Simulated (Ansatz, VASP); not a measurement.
Given: the input of a run of Ansatz 0.2.0 on TiAl3.

input.yaml

```yaml
crystal:
  lattice:
    - [2.7817081424, 0.0, 0.0]
    - [0.0, 4.5857011856, 0.0]
    - [0.0, 0.0, 4.8006987856]
  atoms:
    - { symbol: Ti, position: [0.0, 0.5, 0.165916] }
    - { symbol: Al, position: [0.0, 0.0, 0.8359] }
    - { symbol: Al, position: [0.5, 0.0, 0.330912] }
    - { symbol: Al, position: [0.5, 0.5, 0.667271] }
hamiltonian:
  xc: r2scan
  pseudopotentials: { kind: paw }
kpoints:
  mp_grid: { grid: [9, 6, 6] }
scf:
  occupations: { method: fermi_dirac, width: 0.05 }
output:
  forces: true
  stress: true
  eigenvalues: true
```

Potentials or basis: Ansatz PAW.

Launch:

```console
$ ansatz run input.yaml --threads 2 --pin off --max-ram 5632MiB --backend cpu --events-out ev --progress --plain --runs-dir out
```

Task: Set up the same calculation for VASP 6.6.1. Potentials there: VASP PAW PBE potentials, release 64 (Ti_sv, Al).

Result: As run (the cutoff follows the program's own potentials):

POSCAR

```
TiAl3
1.0
    2.7817081424      0.0000000000      0.0000000000
    0.0000000000      4.5857011856      0.0000000000
    0.0000000000      0.0000000000      4.8006987856
Ti Al
1 3
Direct
    0.0000000000      0.5000000000      0.1659160000
    0.0000000000      0.0000000000      0.8359000000
    0.5000000000      0.0000000000      0.3309120000
    0.5000000000      0.5000000000      0.6672710000
```

Contents of INCAR.step1:

```
PREC     = Accurate       # precision mode
ENCUT    = 520            # plane-wave cutoff, eV
ISMEAR   = -1             # smearing method
SIGMA    = 0.05           # smearing width, eV
LREAL    = F              # projectors in reciprocal space
LASPH    = T              # aspherical terms in the spheres
NELM     = 80             # most SCF steps
NBANDS   = 18             # bands
GGA      = PE             # functional
ALGO     = Normal         # electronic algorithm
EDIFF    = 1E-4           # SCF threshold, eV
LWAVE    = T              # write WAVECAR
LCHARG   = F              # write CHGCAR
```

INCAR.step2

```
PREC     = Accurate       # precision mode
ENCUT    = 520            # plane-wave cutoff, eV
EDIFF    = 1E-7           # SCF threshold, eV
ISMEAR   = -1             # smearing method
SIGMA    = 0.05           # smearing width, eV
LREAL    = F              # projectors in reciprocal space
LASPH    = T              # aspherical terms in the spheres
NELM     = 80             # most SCF steps
ALGO     = Normal         # electronic algorithm
ISIF     = 2              # what is computed and relaxed
LWAVE    = F              # write WAVECAR
LCHARG   = F              # write CHGCAR
METAGGA  = R2SCAN         # meta-GGA
LMIXTAU  = T            
NBANDS   = 18             # bands
ISTART   = 1
```

The input KPOINTS:

```
Automatic mesh
0
Gamma
  9 6 6
```

Potentials or basis: VASP PAW PBE potentials, release 64 (Ti_sv, Al).

Launch:

```bash
$ cat potpaw_PBE.64/Ti_sv/POTCAR potpaw_PBE.64/Al/POTCAR > POTCAR
$ cp INCAR.step1 INCAR
$ mpirun -np 1 vasp_std > vasp.out
$ cp INCAR.step2 INCAR
$ mpirun -np 1 vasp_std > vasp.out
```

Both were run:

|  | VASP | Ansatz | Ansatz less VASP |
| --- | --- | --- | --- |
| gap on the k mesh at the Fermi level (eV) | none | none | - |
| pressure (GPa) | 4.8 | 4.9 | +0.09 |
| traceless stress, the component that is largest in VASP (GPa) | -2.58 | -2.57 | +0.011 |
| rms of the force components (eV/Å) | 0.035 | 0.032 | -0.0038 |

VASP's potentials were made for PBE, not for r2SCAN. Atom by atom the forces differ by 0.005 eV/Å (rms over components). A gap of «none» marks a metal or a gap that the smearing closes.
